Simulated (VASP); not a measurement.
Here is a VASP 6.6.1 calculation.

File INCAR:

```
PREC = Accurate
ENCUT = 520
EDIFF = 1E-7
ISMEAR = 0
SIGMA = 0.15
LREAL = F
LASPH = T
NELM = 100
ALGO = Fast
ISIF = 2
LWAVE = F
LCHARG = F
GGA = PS
NBANDS = 21
```

KPOINTS

```
regular mesh
0
Gamma
  24 24 12
```

The input POSCAR:

```
Ru
1.0
    2.7057993342      0.0000000000      0.0000000000
   -1.3528996671      2.3432909610      0.0000000000
    0.0000000000      0.0000000000      4.2819000000
Ru
2
Direct
    0.1541598022      0.4746290548      0.2500000000
    0.6666666667      0.3333333333      0.7500000000
```

Potentials or basis: VASP PAW PBE potentials, release 64 (Ru_pv).

The run is started by

```console
$ cat potpaw_PBE.64/Ru_pv/POTCAR > POTCAR
$ mpirun -np 1 vasp_std > vasp.out
```

(1) Predict the band gap on the k mesh.

(2) Predict the pressure.

## Answers

(1) zero (band 14 reaches 14.39 eV, above the bottom of band 15 at 11.39 eV).

(2) 4.3 GPa.

Caveat: the cell differs from its parent crystal (atom 1 (Ru) moved by (-0.225, -0.450) A along x and y); the PAW data sets were made with another functional, which shifts forces and pressure a little.
